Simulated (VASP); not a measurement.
Input of a VASP 6.6.1 run:

INCAR

```
SYSTEM = Pb
ALGO = Normal ; EDIFF = 1E-7
EDIFFG = -0.01 ; ENCUT = 600
GGA = PE ; IBRION = 2
ISIF = 3 ; ISMEAR = 0
LASPH = .True. ; LCHARG = .False.
LREAL = .False. ; LWAVE = .False.
NELM = 100 ; NSW = 100
PREC = Accurate ; SIGMA = 0.1
```

File KPOINTS:

```
k-points
0
Gamma
  9 9 14
  0 0 0
```

POSCAR

```
Pb
1.0
    5.8856341892      0.0000000000      0.0000000000
   -2.9428170946      5.0971087252      0.0000000000
    0.0000000000      0.0000000000      3.6081496551
Pb
3
Direct
    0.0000000000      0.0000000000      0.0000000000
    0.3333333333      0.6666666667      0.5000000000
    0.6666666667      0.3333333333      0.5000000000
```

Potentials or basis: VASP PAW PBE potentials, release 64 (Pb_d).

Run with:

```bash
$ cat potpaw_PBE.64/Pb_d/POTCAR > POTCAR
$ mpirun -np 1 vasp_std > vasp.out
```

(1) Predict the band gap on the k mesh.

(2) Predict the space group after relaxing (to 0.05 Å).

(3) Estimate the relaxed cell.

## Answers

(1) zero (band 21 reaches 8.34 eV, above the bottom of band 22 at 4.75 eV).

(2) P6/mmm (No. 191).

(3) a = 5.682 Å, b = 5.682 Å, c = 3.450 Å, α = 90.00°, β = 90.00°, γ = 120.00°.

Caveat: spin-orbit coupling is left out, which moves the levels of the heavy elements.
